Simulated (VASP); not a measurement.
Input of a VASP 6.6.1 run:

Contents of INCAR:

```
  ALGO = Normal
  EDIFF = 1E-6
  ENCUT = 500
  GGA = PS
  GGA_COMPAT = F
  ISIF = 2
  ISMEAR = 0
  LASPH = T
  LCHARG = F
  LREAL = F
  LWAVE = F
  NBANDS = 19
  NELM = 120
  PREC = Accurate
  SIGMA = 0.01
```

The input KPOINTS:

```
k-points
0
Gamma
  6 6 6
```

POSCAR

```
K2S
1.0
    3.3487620227      3.3487620227      0.0000000000
   -3.3487620227      3.3487620227      0.0000000000
    0.0000000000      3.3487620227      3.3487620227
K S
2 1
Direct
    0.2500000000      0.7500000000      0.5000000000
    0.7500000000      0.2500000000      0.5000000000
    0.0000000000      0.0000000000      0.0000000000
```

Potentials or basis: VASP PAW PBE potentials, release 64 (K_sv, S).

Run with:

```sh
$ cat potpaw_PBE.64/K_sv/POTCAR potpaw_PBE.64/S/POTCAR > POTCAR
$ mpirun -np 1 vasp_std > vasp.out
```

Problem. What does it give for the pressure?

Solution. 10.2 GPa.

Problem. Estimate the band gap on the k mesh.

Solution. 3.01 eV, indirect (least direct gap 3.30 eV).

Caveat: the PAW data sets were made with another functional, which shifts forces and pressure a little. A k mesh can miss the band edges.
